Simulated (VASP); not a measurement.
# Y2TaN3 (P6/mmm) in VASP: notebook

Y2TaN3 is run at these levels: PBE; tasks: single point.

Everything below comes from runs of VASP 6.6.1. Logs are shortened: lines on timing, memory, paths and dates and some standing lists are left out, and cuts for length are marked.

## Step 1: The cell of the first run

It takes space group P6/mmm (No. 191, hexagonal). Conventional cell: a = 5.398 Å, b = 5.398 Å, c = 3.815 Å, α = 90.00°, β = 90.00°, γ = 120.00°. Y (site symmetry -6m2) has 6 N at 2.46 Å and 3 Y at 3.12 Å and 3 Ta at 3.12 Å within 3.3 Å. Within 4.1 Å of Ta (site symmetry 6/mmm) lie 6 Y at 3.12 Å and 12 N at 3.30 Å and 2 Ta at 3.82 Å. N (site symmetry mmm) has 4 Y at 2.46 Å and 4 N at 2.70 Å and 4 Ta at 3.30 Å within 3.4 Å.

The cell was generated, and may not be a known phase.

## Step 2: Single point, PBE, collinear spin

Input file INCAR:

```
SYSTEM = Y2TaN3
PREC     = Accurate       ! precision mode
ENCUT    = 520            ! plane-wave cutoff, eV
EDIFF    = 1E-7           ! SCF threshold, eV
ISMEAR   = 0              ! smearing method
SIGMA    = 0.1            ! smearing width, eV
LREAL    = .FALSE.        ! projectors in reciprocal space
LASPH    = .TRUE.         ! aspherical terms in the spheres
NELM     = 150            ! most SCF steps
ALGO     = Normal         ! electronic algorithm
ISIF     = 2              ! what is computed and relaxed
LWAVE    = .FALSE.        ! write WAVECAR
LCHARG   = .FALSE.        ! write CHGCAR
ISPIN    = 2              ! spin polarisation
MAGMOM   = 0 0 1 0 0 0    ! initial moments
LORBIT   = 11             ! projections on sites
LMAXMIX  = 4              ! l up to which the mixer works
GGA      = PE             ! functional
NBANDS   = 37             ! bands
```

Input file KPOINTS:

```
regular mesh
0
G
  6 6 4
  0 0 0
```

Input file POSCAR:

```
Y2TaN3
1.0
    5.3975445600      0.0000000000      0.0000000000
   -2.6987722800      4.6744107000      0.0000000000
    0.0000000000      0.0000000000      3.8152567800
Y Ta N
2 1 3
Direct
    0.3333333300      0.6666666700      0.0000000000
    0.6666666700      0.3333333300      0.0000000000
    0.0000000000      0.0000000000      0.0000000000
    0.5000000000      0.0000000000      0.5000000000
    0.5000000000      0.5000000000      0.5000000000
    0.0000000000      0.5000000000      0.5000000000
```

Potentials or basis: VASP PAW PBE potentials, release 64 (Y_sv, Ta_pv, N).

Launch:

```sh
cat potpaw_PBE.64/Y_sv/POTCAR potpaw_PBE.64/Ta_pv/POTCAR potpaw_PBE.64/N/POTCAR > POTCAR
mpirun -np 1 vasp_std > vasp.out
```

OUTCAR:

```text
SYSTEM = Y2TaN3
   PREC = Accurate
   ENCUT = 520
   EDIFF = 1E-7
   ISMEAR = 0
   LREAL = .FALSE.
   LASPH = .TRUE.
   NELM = 150
   ISIF = 2
   ISPIN = 2
   LORBIT = 11
   GGA = PE

 ion  position               nearest neighbor table
   1  0.333  0.667  0.000-   4 2.46   4 2.46   6 2.46   6 2.46   5 2.46   5 2.46   2 3.12   3 3.12
                             2 3.12   3 3.12   3 3.12   2 3.12
   2  0.667  0.333  0.000-   4 2.46   4 2.46   6 2.46   6 2.46   5 2.46   5 2.46   1 3.12   3 3.12
                             1 3.12   3 3.12   3 3.12   1 3.12
   3  0.000  0.000  0.000-   1 3.12   2 3.12   1 3.12   2 3.12   2 3.12   1 3.12
   4  0.500  0.000  0.500-   1 2.46   2 2.46   1 2.46   2 2.46
   5  0.500  0.500  0.500-   1 2.46   2 2.46   1 2.46   2 2.46
   6  0.000  0.500  0.500-   1 2.46   2 2.46   1 2.46   2 2.46

  LATTYP: Found a hexagonal cell.
 ALAT       =     5.3975445600
 C/A-ratio  =     0.7068504461

  Lattice vectors:

 A1 = (   5.3975445600,   0.0000000000,   0.0000000000)
 A2 = (  -2.6987722800,   4.6744107000,   0.0000000000)
 A3 = (   0.0000000000,   0.0000000000,   3.8152567800)

Analysis of symmetry for initial positions (statically):
=====================================================================
 Subroutine PRICEL returns:
 Original cell was already a primitive cell.

 Routine SETGRP: Setting up the symmetry group for a
 hexagonal supercell.

 Subroutine GETGRP returns: Found 24 space group operations
 (whereof 24 operations were pure point group operations)
 out of a pool of 24 trial point group operations.

The static configuration has the point symmetry D_6h.

Analysis of symmetry for dynamics (positions and initial velocities):
=====================================================================
 Subroutine PRICEL returns:
 Original cell was already a primitive cell.

 Routine SETGRP: Setting up the symmetry group for a
 hexagonal supercell.

 Subroutine GETGRP returns: Found 24 space group operations
 (whereof 24 operations were pure point group operations)
 out of a pool of 24 trial point group operations.

The dynamic configuration has the point symmetry D_6h.

Analysis of structural, dynamic, and magnetic symmetry:
=====================================================================
 Subroutine PRICEL returns:
 Original cell was already a primitive cell.

 Routine SETGRP: Setting up the symmetry group for a
 hexagonal supercell.

 Subroutine GETGRP returns: Found 24 space group operations
 (whereof 24 operations were pure point group operations)
 out of a pool of 24 trial point group operations.

The overall configuration has the point symmetry D_6h.

 Subroutine INISYM returns: Found 24 space group operations
 (whereof 24 operations are pure point group operations),
 and found     1 'primitive' translations

----------------------------------------------------------------------------------------

                                     Primitive cell

  volume of cell :      96.2602

  direct lattice vectors                    reciprocal lattice vectors
     5.397544560  0.000000000  0.000000000     0.185269429  0.106965355  0.000000000
    -2.698772280  4.674410700  0.000000000     0.000000000  0.213930710  0.000000000
     0.000000000  0.000000000  3.815256780     0.000000000  0.000000000  0.262105556

  length of vectors
     5.397544560  5.397544554  3.815256780     0.213930710  0.213930710  0.262105556

  position of ions in fractional coordinates (direct lattice)
     0.333333330  0.666666670  0.000000000
     0.666666670  0.333333330  0.000000000
     0.000000000  0.000000000  0.000000000
     0.500000000  0.000000000  0.500000000
     0.500000000  0.500000000  0.500000000
     0.000000000  0.500000000  0.500000000

  ion indices of the primitive-cell ions
   primitive index   ion index
                 1           1
                 2           2
                 3           3
                 4           4
                 5           5
                 6           6

----------------------------------------------------------------------------------------

 KPOINTS: regular mesh

Automatic generation of k-mesh.
 Grid dimensions read from file:
 generate k-points for:    6    6    4

 Generating k-lattice:

  Cartesian coordinates                     Fractional coordinates (reciprocal lattice)
     0.030878238  0.017827559  0.000000000     0.166666667  0.000000000  0.000000000
     0.000000000  0.035655118  0.000000000     0.000000000  0.166666667  0.000000000
     0.000000000  0.000000000  0.065526389     0.000000000  0.000000000  0.250000000

  Length of vectors
     0.035655118  0.035655118  0.065526389

  Shift w.r.t. Gamma in fractional coordinates (k-lattice)
     0.000000000  0.000000000  0.000000000

 Subroutine IBZKPT returns following result:
 ===========================================

 Found     21 irreducible k-points:

 Following reciprocal coordinates:
            Coordinates               Weight
  0.000000  0.000000  0.000000      1.000000
  0.166667 -0.000000  0.000000      6.000000
  0.333333  0.000000  0.000000      6.000000
  0.500000  0.000000  0.000000      3.000000
  0.166667  0.166667  0.000000      6.000000
  0.333333  0.166667  0.000000     12.000000
[... 13 lines left out ...]
  0.333333  0.166667  0.500000     12.000000
  0.333333  0.333333  0.500000      2.000000
   k-points           NKPTS =     21   k-points in BZ     NKDIM =     21   number of bands    NBANDS=     37
   number of dos      NEDOS =    301   number of ions     NIONS =      6
   total plane-waves  NPLWV =  44800
   dimension x,y,z NGX =    40 NGY =   40 NGZ =   28
   dimension x,y,z NGXF=    80 NGYF=   80 NGZF=   56
   ions per type =               2   1   3
   NGX,Y,Z   is equivalent  to a cutoff of  12.32, 12.32, 12.20 a.u.
   NGXF,Y,Z  is equivalent  to a cutoff of  24.64, 24.64, 24.40 a.u.
 SYSTEM =  Y2TaN3
   PREC   = accura    normal or accurate (medium, high low for compatibility)
   ISTART =      0    job   : 0-new  1-cont  2-samecut
   ICHARG =      2    charge: 1-file 2-atom 10-const
   ISPIN  =      2    spin polarized calculation?
   LNONCOLLINEAR =      F non collinear calculations
   LSORBIT =      F    spin-orbit coupling
   LASPH  =      T    aspherical Exc in radial PAW
   ENCUT  =  520.0 eV  38.22 Ry    6.18 a.u.  10.04 10.04  7.09*2*pi/ulx,y,z
   NELM   =    150;   NELMIN=  2; NELMDL= -5     # of ELM steps
   EDIFF  = 0.1E-06   stopping-criterion for ELM
   LREAL  =      F    real-space projection
   EDIFFG = 0.1E-05   stopping-criterion for IOM
   NSW    =      0    number of steps for IOM
   IBRION =     -1    ionic relax: 0-MD 1-quasi-New 2-CG
   NFREE  =      0    steps in history (QN), initial steepest desc. (CG)
   ISIF   =      2    stress and relaxation
   ISYM   =      2    0-nonsym 1-usesym 2-fastsym
   POTIM  = 0.5000    time-step for ionic-motion
   TEBEG  =    0.0;   TEEND  =   0.0 temperature during run
   PSTRESS=    0.0 pullay stress
   NELECT =      48.0000    total number of electrons
   NUPDOWN=      -1.0000    fix difference up-down
   EMIN   =  10.00;   EMAX   =-10.00  energy-range for DOS
   EFERMI =   0.00;   METHOD = LEGACY
   ISMEAR =     0;   SIGMA  =   0.10  broadening in eV -4-tet -1-fermi 0-gaus
   EFERMI_NEDOS =   21; number of points for ismear=-14 and -15
   IALGO  =     38    algorithm
   IMIX   =      4    mixing-type and parameters
     AMIX     =   0.40;   BMIX     =  1.00
     AMIX_MAG =   1.60;   BMIX_MAG =  1.00
  volume/ion in A,a.u.               =      16.04       108.27
  Fermi-wavevector in a.u.,A,eV,Ry     =   1.298194  2.453231 22.930005  1.685308
  Thomas-Fermi vector in A             =   2.429538
   LORBIT       =     11    0 simple, 1 ext, 2 COOP (PROOUT), +10 PAW based schemes
   GGA     = PE    functional components
   LHFCALC =     F    Hartree Fock is set to
   AEXX    =    0.0000 exact exchange contribution
   IVDW    =     0    specifies the selected vdW correction
   LEPSILON=     F    determine dielectric tensor
   LRPA    =     F    only Hartree local field effects (RPA)
 spin polarized calculation
 Gauss-broadening in eV      SIGMA  =   0.10
  energy-cutoff  :      520.00
  volume of cell :       96.26
 maximum number of plane-waves:      2608
   NGX = 21   NGY = 21   NGZ = 15

 number of electron      48.0000009 magnetization       0.0560490

 number of electron      48.0000009 magnetization      -0.0278587

 Free energy of the ion-electron system (eV)
  ---------------------------------------------------
  ext. energy  EPLUGINS =         0.00000000
  ---------------------------------------------------
  free energy    TOTEN  =       -44.97081098 eV

  energy without entropy =      -44.93309892  energy(sigma->0) =      -44.95195495

 E-fermi :   3.7989     XC(G=0): -11.0197

 val. band max:        3.7868206580   @ k =   0.1667  -0.0000   0.0000
 cond. band min:       3.8005629824   @ k =   0.3333   0.1667   0.5000
 fundamental gap:      0.0137423244
 Fermi energy:         3.7988746142

 spin component 1

 k-point     1 :       0.0000    0.0000    0.0000
  band No.  band energies     occupation
      1     -37.2585      1.00000
      2     -37.0734      1.00000
      3     -31.6138      1.00000
      4     -31.3516      1.00000
      5     -31.3516      1.00000
      6     -17.8927      1.00000
[... 28 lines left out ...]
     35       9.7029      0.00000
     36       9.7029      0.00000
[... 748 lines left out ...]
      5     -31.3456      1.00000
      6     -17.8986      1.00000
[... 28 lines left out ...]
     35       9.6506      0.00000
     36      10.1484      0.00000
 Fermi energy:         3.7988746142

 spin component 2

 k-point     1 :       0.0000    0.0000    0.0000
  band No.  band energies     occupation
      1     -37.2586      1.00000
      2     -37.0736      1.00000
      3     -31.6112      1.00000
      4     -31.3514      1.00000
      5     -31.3514      1.00000
      6     -17.8931      1.00000
[... 28 lines left out ...]
     35       9.7018      0.00000
     36       9.7018      0.00000
[... 748 lines left out ...]
      5     -31.3454      1.00000
      6     -17.8988      1.00000
[... 28 lines left out ...]
     35       9.6485      0.00000
     36      10.1468      0.00000
 [bands above 36 left out]

------------------------ aborting loop because EDIFF is reached ----------------------------------------

  FORCE on cell =-STRESS in cart. coord.  units (eV):
  Direction    XX          YY          ZZ          XY          YZ          ZX
  --------------------------------------------------------------------------------------
  -------------------------------------------------------------------------------------
  Total        5.0315638      5.0315637    -20.7399292      0.0000000      0.0000000      0.0000000
  in kB       83.7465038     83.7465036   -345.2001504      0.0000000      0.0000000      0.0000000
  external PRESSURE =     -59.2357143 kB  Pullay stress =       0.0000000 kB

 VOLUME and BASIS-vectors are now :
 -----------------------------------------------------------------------------
  energy-cutoff  :      520.00
  volume of cell :       96.26
      direct lattice vectors                 reciprocal lattice vectors
     5.397544560  0.000000000  0.000000000     0.185269429  0.106965355  0.000000000
    -2.698772280  4.674410700  0.000000000     0.000000000  0.213930710  0.000000000
     0.000000000  0.000000000  3.815256780     0.000000000  0.000000000  0.262105556

 POSITION                                       TOTAL-FORCE (eV/Angst)
 -----------------------------------------------------------------------------------
     -0.00000      3.11627      0.00000         0.000000      0.000000     -0.000000
      2.69877      1.55814      0.00000        -0.000000      0.000000      0.000000
      0.00000      0.00000      0.00000        -0.000000      0.000000      0.000000
      2.69877      0.00000      1.90763        -0.000000      0.000000      0.000000
      1.34939      2.33721      1.90763        -0.000000      0.000000      0.000000
     -1.34939      2.33721      1.90763        -0.000000      0.000000      0.000000
 -----------------------------------------------------------------------------------
    total drift:                                0.000000     -0.000000      0.000000

  FREE ENERGIE OF THE ION-ELECTRON SYSTEM (eV)
  ---------------------------------------------------
  free  energy   TOTEN  =       -44.9708109838 eV

  energy  without entropy=      -44.9330989193  energy(sigma->0) =      -44.95195495

 total charge

# of ion       s       p       d       f       tot
--------------------------------------------------
    1        2.207   6.484   1.200   0.097   9.987
    2        2.207   6.484   1.200   0.097   9.987
    3        0.389   5.979   2.214   0.000   8.582
    4        1.309   2.173   0.000   0.000   3.482
    5        1.309   2.173   0.000   0.000   3.482
    6        1.309   2.173   0.000   0.000   3.482
--------------------------------------------------
tot          8.731  25.464   4.613   0.194  39.002

 magnetization (x)

# of ion       s       p       d       f       tot
--------------------------------------------------
    1        0.000   0.000  -0.001  -0.000  -0.001
    2        0.000   0.000  -0.001  -0.000  -0.001
    3       -0.000   0.000   0.002   0.000   0.002
    4       -0.000  -0.007   0.000   0.000  -0.008
    5       -0.000  -0.007   0.000   0.000  -0.008
    6       -0.000  -0.007   0.000   0.000  -0.008
--------------------------------------------------
tot         -0.001  -0.021   0.001  -0.000  -0.022
```

Run time: 2.4 min. Hardware: 1 thread of Intel Xeon 6975P-C (Granite Rapids), shared host; peak memory 0.32 GiB.

Results:

```yaml
Free_energy: -44.9708 eV
Pressure: -5.9 GPa
Band_gap_on_the_k_mesh: zero (filled and empty bands overlap)
Net_moment: -0.03 μB per cell
Valence_electrons_inside_the_program's_atomic_spheres: Y 9.99; Ta 8.58; N 3.48
```

Levels at points of the mesh, in eV from the Fermi level:
Spin up:
| k point | band 20 | band 21 | band 22 | band 23 | band 24 | band 25 | band 26 | band 27 | band 28 | band 29 |
| --- | --- | --- | --- | --- | --- | --- | --- | --- | --- | --- |
| (0.00, 0.00, 0.00) | -2.77 | -1.44 | -1.04 | 0.36 | 0.36 | 0.55 | 0.62 | 0.62 | 0.67 | 0.67 |
| (0.50, 0.00, 0.00) | -2.16 | -1.80 | -1.61 | -0.95 | -0.58 | 0.34 | 1.00 | 1.21 | 1.40 | 1.57 |
| (0.00, 0.00, 0.50) | -2.02 | 0.01 | 0.31 | 0.31 | 0.70 | 0.72 | 0.72 | 1.44 | 1.44 | 1.96 |
| (0.50, 0.00, 0.50) | -1.88 | -1.59 | -1.52 | -1.50 | -0.31 | 0.33 | 0.65 | 0.68 | 1.72 | 2.09 |
Spin down:
| k point | band 21 | band 22 | band 23 | band 24 | band 25 | band 26 | band 27 | band 28 |
| --- | --- | --- | --- | --- | --- | --- | --- | --- |
| (0.00, 0.00, 0.00) | -1.44 | -1.03 | 0.36 | 0.36 | 0.54 | 0.60 | 0.60 | 0.67 |
| (0.50, 0.00, 0.00) | -1.81 | -1.63 | -0.95 | -0.58 | 0.32 | 1.00 | 1.21 | 1.39 |
| (0.00, 0.00, 0.50) | 0.00 | 0.29 | 0.29 | 0.68 | 0.72 | 0.72 | 1.44 | 1.44 |
| (0.50, 0.00, 0.50) | -1.61 | -1.54 | -1.52 | -0.31 | 0.33 | 0.63 | 0.68 | 1.72 |

Caveat: the k points lie up to 0.41 Å⁻¹ apart, too coarse for converged energies and pressures of a metal; spin-orbit coupling is left out, which moves the levels of the heavy elements.

(Continued in part 2 of 2.)

The gap in the log of VASP goes by the Fermi energy; the results here count the filled bands.